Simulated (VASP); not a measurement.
# Ga3As3H: single point with PBE

Ga3As3H, a slab with vacuum:

```
CELL_PARAMETERS angstrom
4.06296 0.00000 0.00000
0.00000 5.74589 0.00000
0.00000 0.00000 19.89244
ATOMIC_POSITIONS crystal
Ga 0.50000 0.50000 0.20108
Ga 0.00000 0.06360 0.31462
Ga 0.50000 0.48779 0.37962
As 0.00000 0.25000 0.20108
As 0.50000 0.80956 0.29456
As 0.00000 0.28941 0.42189
H 0.33333 0.62274 0.44420
```

| Quantity | Value |
| --- | --- |
| Program | VASP 6.6.1 |
| Task | single point |
| Functional | PBE |
| Potentials or basis | VASP PAW PBE potentials, release 64 (Ga_d, As, H) |
| Cutoff | 520 eV |
| k mesh | 7 × 5 × 1 |
| Occupations | gaussian, width 0.05 eV |
| Spin | collinear spin |
| Starting moments | [0.0, 0.0, 0.0, 0.0, 0.0, 0.0, 1.0] μB |

```
Largest force                                         : 1.080 eV/Å
Net moment                                            : 0.00 μB per cell
Valence electrons inside the program's atomic spheres : Ga 11.52, 11.59, 11.67; As 2.74, 2.75, 2.71; H 0.50
```

Forces on the atoms (eV/Å):
```
Ga   0.047 -0.384  1.008
Ga   0.093  0.004 -0.220
Ga   0.410  0.500  0.190
As  -0.033  0.551 -0.815
As  -0.032 -0.348 -0.131
As  -0.554 -0.342 -0.026
H    0.068  0.018 -0.007
```

Levels at points of the mesh, in eV from the Fermi level:
Spin up:
| k point | band 25 | band 26 | band 27 | band 28 | band 29 | band 30 |
| --- | --- | --- | --- | --- | --- | --- |
| (0.00, 0.00, 0.00) | -0.93 | -0.79 | -0.01 | 0.25 | 1.43 | 1.71 |
Spin down:
```tsv
k point	band 23	band 24	band 25	band 26	band 27	band 28	band 29	band 30	band 31	band 32
(0.00, 0.00, 0.00)	-2.27	-1.73	-0.93	-0.79	-0.01	0.25	1.43	1.71	2.87	3.12
```

Wall time 31 min on 1 thread of Oxide Virtual Turin-like Processor (shared host), peak memory 0.92 GiB.
